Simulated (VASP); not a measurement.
# Pd (Fm-3m) in VASP: notebook, part 2 of 2

VASP 6.6.1. The steps go on from the part before.

## 3. Relaxation of cell and atoms, LDA

This run uses another cell than the first one, of 14.22 Å³/atom, 1.005 times its volume.

Contents of INCAR:

```
PREC = Accurate
ENCUT = 600
EDIFF = 1E-6
ISMEAR = 0
SIGMA = 0.1
LREAL = F
LASPH = T
NELM = 100
ALGO = Fast
ISIF = 3
LWAVE = F
LCHARG = F
GGA = CA
IBRION = 2
NSW = 100
EDIFFG = -0.005
```

Contents of KPOINTS:

```
Automatic mesh
0
Gamma
  18 18 18
```

Contents of POSCAR:

```
Pd
1.0
    0.0000000000      1.9227552135      1.9227552135
    1.9227552135      0.0000000000      1.9227552135
    1.9227552135      1.9227552135      0.0000000000
Pd
1
Direct
    0.0000000000      0.0000000000      0.0000000000
```

Potentials or basis: VASP PAW LDA potentials, release 64 (Pd).

Launch:

```
$ cat potpaw_LDA.64/Pd/POTCAR > POTCAR
$ mpirun -np 1 vasp_std > vasp.out
```

OUTCAR:

```text
PREC = Accurate
   ENCUT = 600
   EDIFF = 1E-6
   ISMEAR = 0
   LREAL = F
   LASPH = T
   NELM = 100
   ISIF = 3
   GGA = CA
   IBRION = 2
   NSW = 100
   EDIFFG = -0.005

 ion  position               nearest neighbor table
   1  0.000  0.000  0.000-

  LATTYP: Found a face centered cubic cell.
 ALAT       =     3.8455104270

  Lattice vectors:

 A1 = (   0.0000000000,   1.9227552135,   1.9227552135)
 A2 = (   1.9227552135,   0.0000000000,   1.9227552135)
 A3 = (   1.9227552135,   1.9227552135,   0.0000000000)

Analysis of symmetry for initial positions (statically):
=====================================================================
 Subroutine PRICEL returns:
 Original cell was already a primitive cell.

 Routine SETGRP: Setting up the symmetry group for a
 face centered cubic supercell.

 Subroutine GETGRP returns: Found 48 space group operations
 (whereof 48 operations were pure point group operations)
 out of a pool of 48 trial point group operations.

The static configuration has the point symmetry O_h .

Analysis of symmetry for dynamics (positions and initial velocities):
=====================================================================
 Subroutine PRICEL returns:
 Original cell was already a primitive cell.

 Routine SETGRP: Setting up the symmetry group for a
 face centered cubic supercell.

 Subroutine GETGRP returns: Found 48 space group operations
 (whereof 48 operations were pure point group operations)
 out of a pool of 48 trial point group operations.

The dynamic configuration has the point symmetry O_h .

 Subroutine INISYM returns: Found 48 space group operations
 (whereof 48 operations are pure point group operations),
 and found     1 'primitive' translations

----------------------------------------------------------------------------------------

                                     Primitive cell

  volume of cell :      14.2168

  direct lattice vectors                    reciprocal lattice vectors
     0.000000000  1.922755213  1.922755213    -0.260043502  0.260043502  0.260043502
     1.922755213  0.000000000  1.922755213     0.260043502 -0.260043502  0.260043502
     1.922755213  1.922755213  0.000000000     0.260043502  0.260043502 -0.260043502

  length of vectors
     2.719186500  2.719186500  2.719186500     0.450408558  0.450408558  0.450408558

  position of ions in fractional coordinates (direct lattice)
     0.000000000  0.000000000  0.000000000

  ion indices of the primitive-cell ions
   primitive index   ion index
                 1           1

----------------------------------------------------------------------------------------

 KPOINTS: Automatic mesh

Automatic generation of k-mesh.
 Grid dimensions read from file:
 generate k-points for:   18   18   18

 Generating k-lattice:

  Cartesian coordinates                     Fractional coordinates (reciprocal lattice)
    -0.014446861  0.014446861  0.014446861     0.055555556  0.000000000  0.000000000
     0.014446861 -0.014446861  0.014446861     0.000000000  0.055555556  0.000000000
     0.014446861  0.014446861 -0.014446861     0.000000000  0.000000000  0.055555556

  Length of vectors
[... 39 lines left out ...]
   total plane-waves  NPLWV =  13824
   dimension x,y,z NGX =    24 NGY =   24 NGZ =   24
   dimension x,y,z NGXF=    48 NGYF=   48 NGZF=   48
   ions per type =               1
   NGX,Y,Z   is equivalent  to a cutoff of  14.67, 14.67, 14.67 a.u.
   NGXF,Y,Z  is equivalent  to a cutoff of  29.35, 29.35, 29.35 a.u.
 SYSTEM =  unknown system
   PREC   = accura    normal or accurate (medium, high low for compatibility)
   ISTART =      0    job   : 0-new  1-cont  2-samecut
   ICHARG =      2    charge: 1-file 2-atom 10-const
   ISPIN  =      1    spin polarized calculation?
   LNONCOLLINEAR =      F non collinear calculations
   LSORBIT =      F    spin-orbit coupling
   LASPH  =      T    aspherical Exc in radial PAW
   ENCUT  =  600.0 eV  44.10 Ry    6.64 a.u.   5.43  5.43  5.43*2*pi/ulx,y,z
   NELM   =    100;   NELMIN=  2; NELMDL= -5     # of ELM steps
   EDIFF  = 0.1E-05   stopping-criterion for ELM
   LREAL  =      F    real-space projection
   EDIFFG = -.5E-02   stopping-criterion for IOM
   NSW    =    100    number of steps for IOM
   IBRION =      2    ionic relax: 0-MD 1-quasi-New 2-CG
   NFREE  =      1    steps in history (QN), initial steepest desc. (CG)
   ISIF   =      3    stress and relaxation
   ISYM   =      2    0-nonsym 1-usesym 2-fastsym
   POTIM  = 0.5000    time-step for ionic-motion
   TEBEG  =    0.0;   TEEND  =   0.0 temperature during run
   PSTRESS=    0.0 pullay stress
   NELECT =      10.0000    total number of electrons
   NUPDOWN=      -1.0000    fix difference up-down
   EMIN   =  10.00;   EMAX   =-10.00  energy-range for DOS
   EFERMI =   0.00;   METHOD = LEGACY
   ISMEAR =     0;   SIGMA  =   0.10  broadening in eV -4-tet -1-fermi 0-gaus
   EFERMI_NEDOS =   21; number of points for ismear=-14 and -15
   IALGO  =     68    algorithm
   IMIX   =      4    mixing-type and parameters
     AMIX     =   0.40;   BMIX     =  1.00
     AMIX_MAG =   1.60;   BMIX_MAG =  1.00
  volume/ion in A,a.u.               =      14.22        95.94
  Fermi-wavevector in a.u.,A,eV,Ry     =   1.455931  2.751311 28.840752  2.119735
  Thomas-Fermi vector in A             =   2.572908
   LORBIT       =      0    0 simple, 1 ext, 2 COOP (PROOUT), +10 PAW based schemes
   GGA     = CA    functional components
   LHFCALC =     F    Hartree Fock is set to
   AEXX    =    0.0000 exact exchange contribution
   IVDW    =     0    specifies the selected vdW correction
   LEPSILON=     F    determine dielectric tensor
   LRPA    =     F    only Hartree local field effects (RPA)
 conjugate gradient relaxation of ions
 non-spin polarized calculation
 RMM-DIIS sequential band-by-band and
 Gauss-broadening in eV      SIGMA  =   0.10
  energy-cutoff  :      600.00
  volume of cell :       14.22
 maximum number of plane-waves:       495
 NGX is ok and might be reduce to    24
   NGX = 11   NGY = 11   NGZ = 11

--------------------------------------- Ionic step        1  -------------------------------------------

 number of electron      10.0000002 magnetization

 Free energy of the ion-electron system (eV)
  ---------------------------------------------------
  ext. energy  EPLUGINS =         0.00000000
  ---------------------------------------------------
  free energy    TOTEN  =        -6.50342639 eV

  energy without entropy =       -6.49230589  energy(sigma->0) =       -6.49786614

------------------------ aborting loop because EDIFF is reached ----------------------------------------

  FORCE on cell =-STRESS in cart. coord.  units (eV):
  Direction    XX          YY          ZZ          XY          YZ          ZX
  --------------------------------------------------------------------------------------
  -------------------------------------------------------------------------------------
  Total       -0.0790681     -0.0790681     -0.0790681     -0.0000000     -0.0000000      0.0000000
  in kB       -8.9106560     -8.9106560     -8.9106560     -0.0000000     -0.0000000      0.0000000
  external PRESSURE =      -8.9106560 kB  Pullay stress =       0.0000000 kB
[... 57 lines left out ...]
--------------------------------------- Ionic step        3  -------------------------------------------

 number of electron      10.0000002 magnetization

 Free energy of the ion-electron system (eV)
  ---------------------------------------------------
  ext. energy  EPLUGINS =         0.00000000
  ---------------------------------------------------
  free energy    TOTEN  =        -6.50359037 eV

  energy without entropy =       -6.49253466  energy(sigma->0) =       -6.49806251

 E-fermi :  10.3114     XC(G=0): -13.7671

 val. band max:       10.3095652692   @ k =  -0.4444   0.3889   0.1111
 cond. band min:      10.3151150890   @ k =   0.5000   0.1111   0.0000
 fundamental gap:      0.0055498198
 Fermi energy:        10.3114495896

 k-point     1 :       0.0000    0.0000    0.0000
  band No.  band energies     occupation
      1       2.7477      2.00000
      2       7.2424      2.00000
      3       7.2424      2.00000
      4       7.2424      2.00000
      5       9.0020      2.00000
      6       9.0020      2.00000
      7      27.4438      0.00000
      8      32.3991      0.00000
      9      32.3991      0.00000
[... 265 lines left out ...]
 k-point    24 :      -0.2222    0.0556    0.0000
  band No.  band energies     occupation
      1       4.5098      2.00000
      2       6.9971      2.00000
      3       7.5940      2.00000
      4       7.6311      2.00000
      5       8.8616      2.00000
      6       9.4293      2.00000
      7      25.5135      0.00000
      8      28.6460      0.00000
      9      32.8841      0.00000

 [... further k-points ...]
[... 5 lines left out ...]
  --------------------------------------------------------------------------------------
  -------------------------------------------------------------------------------------
  Total       -0.0010266     -0.0010266     -0.0010266      0.0000000      0.0000000      0.0000000
  in kB       -0.1161470     -0.1161470     -0.1161470      0.0000000      0.0000000      0.0000000
  external PRESSURE =      -0.1161470 kB  Pullay stress =       0.0000000 kB
[... 16 lines left out ...]
  FREE ENERGIE OF THE ION-ELECTRON SYSTEM (eV)
  ---------------------------------------------------
  free  energy   TOTEN  =        -6.5035903682 eV

  energy  without entropy=       -6.4925346572  energy(sigma->0) =       -6.49806251

 reached required accuracy - stopping structural energy minimisation
```

OSZICAR:

```text
N       E                     dE             d eps       ncg     rms          rms(c)
DAV:   1     0.434106573414E+02    0.43411E+02   -0.58863E+03  3518   0.119E+03
DAV:   2    -0.642516106190E+01   -0.49836E+02   -0.48522E+02  3783   0.209E+02
DAV:   3    -0.684942883127E+01   -0.42427E+00   -0.41931E+00  4014   0.226E+01
DAV:   4    -0.685182101774E+01   -0.23922E-02   -0.23918E-02  4254   0.158E+00
[... 19 lines left out ...]
DAV:   1    -0.651059793103E+01   -0.75649E-02   -0.14293E-01  3595   0.435E+00    0.574E-01
RMM:   2    -0.650362520321E+01    0.69727E-02   -0.12845E-02  3510   0.125E+00    0.149E-01
RMM:   3    -0.650358761868E+01    0.37585E-04   -0.21870E-04  3510   0.175E-01    0.904E-02
RMM:   4    -0.650358970164E+01   -0.20830E-05   -0.54945E-05  3509   0.833E-02    0.373E-03
RMM:   5    -0.650359036815E+01   -0.66651E-06   -0.40523E-06  2870   0.194E-02
   3 F= -.65035904E+01 E0= -.64980625E+01  d E =-.163983E-03
```

It took 27 s on 1 thread of Intel Xeon Platinum 8488C (Sapphire Rapids), shared host; peak memory 0.16 GiB.

What came out:

- Free energy: -6.5036 eV
- Relaxed volume: 14.16 Å³/atom
- Relaxed cell: a = 2.716 Å, b = 2.716 Å, c = 2.716 Å, α = 60.00°, β = 60.00°, γ = 60.00°
- Space group after relaxing (to 0.05 Å): Fm-3m (No. 225)
- Energy gained by relaxing: 0.2 meV/atom
- Ionic steps: 3
- Pressure after relaxing: 0.0 GPa
- Band gap on the k mesh: zero (band 5 reaches 10.63 eV, above the bottom of band 6 at 8.93 eV)

The path:
```csv
step,energy change (eV),largest force (eV/Å),pressure (GPa),volume (Å³)
1,0.0000,0.0000,-0.89,14.22
2,0.0004,0.0000,1.61,14.05
3,-0.0002,0.0000,-0.01,14.16
```

Final structure:
```yaml
crystal:
  lattice:
    - [0.00000, 1.92027, 1.92027]
    - [1.92027, 0.00000, 1.92027]
    - [1.92027, 1.92027, 0.00000]
  atoms:
    - { symbol: Pd, position: [0.00000, 0.00000, 0.00000] }
```

## 4. Single point, LDA

Contents of INCAR:

```
SYSTEM = Pd
PREC = Accurate
ENCUT = 500
EDIFF = 1E-6
ISMEAR = 0
SIGMA = 0.1
LREAL = .False.
LASPH = .True.
NELM = 120
ALGO = Normal
ISIF = 2
LWAVE = .False.
LCHARG = .False.
GGA = CA
NBANDS = 11
GGA_COMPAT = .False.
```

Contents of KPOINTS:

```
Automatic mesh
0
Gamma
  15 15 15
  0 0 0
```

Contents of POSCAR:

```
Pd
1.0
    2.7146126376      0.0000000000      0.0000000000
   -1.3573063188      2.3509235056      0.0000000000
    1.3573063188      0.7836411685      2.2164719372
Pd
1
Direct
    0.0000000000      0.0000000000      0.0000000000
```

Potentials or basis: VASP PAW LDA potentials, release 64 (Pd).

Launch:

```
$ cat potpaw_LDA.64/Pd/POTCAR > POTCAR
$ mpirun -np 1 vasp_std > vasp.out
```

OUTCAR:

```text
SYSTEM = Pd
   PREC = Accurate
   ENCUT = 500
   EDIFF = 1E-6
   ISMEAR = 0
   LREAL = .False.
   LASPH = .True.
   NELM = 120
   ISIF = 2
   GGA = CA

 ion  position               nearest neighbor table
   1  0.000  0.000  0.000-

  LATTYP: Found a face centered cubic cell.
 ALAT       =     3.8390420087

  Lattice vectors:

 A1 = (  -2.7146126376,   0.0000000000,   0.0000000000)
 A2 = (  -1.3573063188,   0.7836411685,   2.2164719372)
 A3 = (  -1.3573063188,   2.3509235056,   0.0000000000)

Analysis of symmetry for initial positions (statically):
=====================================================================
 Subroutine PRICEL returns:
 Original cell was already a primitive cell.

 Routine SETGRP: Setting up the symmetry group for a
 face centered cubic supercell.

 Subroutine GETGRP returns: Found 48 space group operations
 (whereof 48 operations were pure point group operations)
 out of a pool of 48 trial point group operations.

The static configuration has the point symmetry O_h .

Analysis of symmetry for dynamics (positions and initial velocities):
[... 159 lines left out ...]
 val. band max:       10.3079618555   @ k =   0.0667   0.4000  -0.0000
 cond. band min:      10.3237356845   @ k =   0.4000   0.2000   0.0000
 fundamental gap:      0.0157738290
 Fermi energy:        10.3209713750

 k-point     1 :       0.0000    0.0000    0.0000
  band No.  band energies     occupation
      1       2.7595      2.00000
      2       7.2550      2.00000
      3       7.2550      2.00000
      4       7.2550      2.00000
      5       9.0182      2.00000
      6       9.0182      2.00000
      7      27.4648      0.00000
      8      32.4274      0.00000
      9      32.4274      0.00000
     10      32.4274      0.00000
     11      35.9380      0.00000
[... 309 lines left out ...]
 k-point    24 :      -0.0667    0.1333   -0.0000
  band No.  band energies     occupation
      1       3.1983      2.00000
      2       7.0748      2.00000
      3       7.3980      2.00000
      4       7.4415      2.00000
      5       8.8516      2.00000
      6       9.0499      2.00000
      7      27.9408      0.00000
      8      30.4584      0.00000
      9      32.2461      0.00000
     10      33.3080      0.00000
     11      35.9711      0.00000

 [... further k-points ...]
[... 5 lines left out ...]
  --------------------------------------------------------------------------------------
  -------------------------------------------------------------------------------------
  Total        0.0180071      0.0180071      0.0180071      0.0000000     -0.0000000      0.0000000
  in kB        2.0396064      2.0396064      2.0396064      0.0000000     -0.0000000      0.0000000
  external PRESSURE =       2.0396064 kB  Pullay stress =       0.0000000 kB

 VOLUME and BASIS-vectors are now :
 -----------------------------------------------------------------------------
  energy-cutoff  :      500.00
  volume of cell :       14.15
      direct lattice vectors                 reciprocal lattice vectors
     2.714612638  0.000000000  0.000000000     0.368376683  0.212682377 -0.300778302
    -1.357306319  2.350923506  0.000000000     0.000000000  0.425364755 -0.150389151
     1.357306319  0.783641168  2.216471937     0.000000000  0.000000000  0.451167454

 POSITION                                       TOTAL-FORCE (eV/Angst)
 -----------------------------------------------------------------------------------
      0.00000      0.00000      0.00000        -0.000000      0.000000      0.000000
 -----------------------------------------------------------------------------------
    total drift:                               -0.000000      0.000000      0.000000

  FREE ENERGIE OF THE ION-ELECTRON SYSTEM (eV)
  ---------------------------------------------------
  free  energy   TOTEN  =        -6.5062198190 eV

  energy  without entropy=       -6.4964053124  energy(sigma->0) =       -6.50131257
```

OSZICAR:

```text
N       E                     dE             d eps       ncg     rms          rms(c)
DAV:   1     0.408168486324E+02    0.40817E+02   -0.50821E+03  2640   0.830E+02
DAV:   2    -0.629190724469E+01   -0.47109E+02   -0.45522E+02  2946   0.182E+02
DAV:   3    -0.685454606309E+01   -0.56264E+00   -0.56099E+00  3232   0.210E+01
DAV:   4    -0.685679854509E+01   -0.22525E-02   -0.22522E-02  3248   0.139E+00
DAV:   5    -0.685682072856E+01   -0.22183E-04   -0.22184E-04  3489   0.125E-01    0.915E+00
DAV:   6    -0.652691048699E+01    0.32991E+00   -0.13096E+00  3285   0.932E+00    0.433E+00
DAV:   7    -0.651187027743E+01    0.15040E-01   -0.33745E-02  3509   0.116E+00    0.218E+00
DAV:   8    -0.650623985837E+01    0.56304E-02   -0.20405E-03  3306   0.459E-01    0.922E-02
DAV:   9    -0.650621532655E+01    0.24532E-04   -0.15234E-04  3522   0.105E-01    0.130E-02
DAV:  10    -0.650621988790E+01   -0.45613E-05   -0.26000E-06  3306   0.121E-02    0.877E-03
DAV:  11    -0.650621981899E+01    0.68912E-07   -0.71625E-08  2253   0.197E-03
   1 F= -.65062198E+01 E0= -.65013126E+01  d E =-.981451E-02
```

Run time: 8.9 s. Hardware: 1 thread of Intel Xeon Platinum 8559C (Emerald Rapids), shared host; peak memory 0.13 GiB.

Results:

| Property | Result |
| --- | --- |
| Free energy | -6.5062 eV |
| Pressure | 0.2 GPa |
| Band gap on the k mesh | zero (band 5 reaches 10.61 eV, above the bottom of band 6 at 8.94 eV) |

## 5. Summary

```csv
task,cell,k mesh,cutoff (eV),gap on the mesh (eV),pressure (GPa)
single point,"a = 2.715 Å, angles 60.0°, 1 atom",18 × 18 × 18,520,none,0.3
relaxation of cell and atoms,"relaxed from a = 2.719 Å, angles 60.0°, 1 atom",18 × 18 × 18,600,none,0.0
single point,"a = 2.715 Å, angles 90.0, 60.0, 120.0°, 1 atom",15 × 15 × 15,500,none,0.2
```

Alike in all rows: level LDA; potentials or basis VASP PAW LDA potentials, release 64 (Pd); no spin polarisation; smearing gaussian 0.1 eV.

Total energies depend on the potentials used, so only differences within one code and one set of settings carry meaning.
